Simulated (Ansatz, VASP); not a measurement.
Ir in VASP and in Ansatz

INCAR

```
SYSTEM = Ir
PREC     = Accurate       ! precision mode
ENCUT    = 500            ! plane-wave cutoff, eV
EDIFF    = 1E-6           ! SCF threshold, eV
ISMEAR   = 0              ! smearing method
SIGMA    = 0.15           ! smearing width, eV
LREAL    = .FALSE.        ! projectors in reciprocal space
LASPH    = .TRUE.         ! aspherical terms in the spheres
NELM     = 120            ! most SCF steps
ALGO     = Normal         ! electronic algorithm
ISIF     = 2              ! what is computed and relaxed
LWAVE    = .FALSE.        ! write WAVECAR
LCHARG   = .TRUE.         ! write CHGCAR
GGA      = PS             ! functional
LELF     = .TRUE.         ! ELF
LVHAR    = .TRUE.       
NBANDS   = 24             ! bands
GGA_COMPAT= .FALSE.
```

File KPOINTS:

```
regular mesh
0
G
  18 18 12
  0 0 0
```

Contents of POSCAR:

```
Ir
1.0
    2.6688365577      0.0000000000      0.0000000000
   -1.3344182789      2.3112802576      0.0000000000
    0.0000000000      0.0000000000      4.4622900000
Ir
2
Direct
    0.6666666667      0.3333333333      0.7500000000
    0.3333333333      0.6666666667      0.2500000000
```

Input for Ansatz:

```yaml
crystal:
  lattice:
    - [2.6688365577, 0.0, 0.0]
    - [-1.3344182789, 2.3112802576, 0.0]
    - [0.0, 0.0, 4.46229]
  atoms:
    - { symbol: Ir, position: [0.6666666667, 0.3333333333, 0.75] }
    - { symbol: Ir, position: [0.3333333333, 0.6666666667, 0.25] }
basis:
  ecutwfc: 420
kpoints:
  mp_grid: { grid: [18, 18, 12] }
hamiltonian:
  xc: pbesol
scf:
  occupations: { method: gaussian, width: 0.15 }
output:
  forces: true
  stress: true
  eigenvalues: true
```

Change from the starting cell: strain -0.030 along x and y, +0.000 along z, atoms carried along.

Alike in both runs: task single point; functional PBEsol; k mesh 18 × 18 × 12; occupations gaussian, width 0.15 eV; no spin polarisation.

|  | VASP | Ansatz |
| --- | --- | --- |
| version | VASP 6.6.1 | Ansatz 0.2.0 |
| potentials or method | VASP PAW PBE potentials, release 64 (Ir_sv_GW), cutoff 500 eV | scalar-relativistic, plane waves, PAW |
| valence electrons in the cell | 34 | 34 |

```tsv
	VASP	Ansatz	Ansatz less VASP
gap on the k mesh at the Fermi level (eV)	none	none	-
pressure (GPa)	7.3	10.5	+3.25
traceless stress, the component that is largest in VASP (GPa)	-8.88	-8.87	+0.018
```

VASP's potentials were made for PBE, not for PBEsol. A gap of «none» marks a metal or a gap that the smearing closes.

Spin-orbit coupling is off throughout.
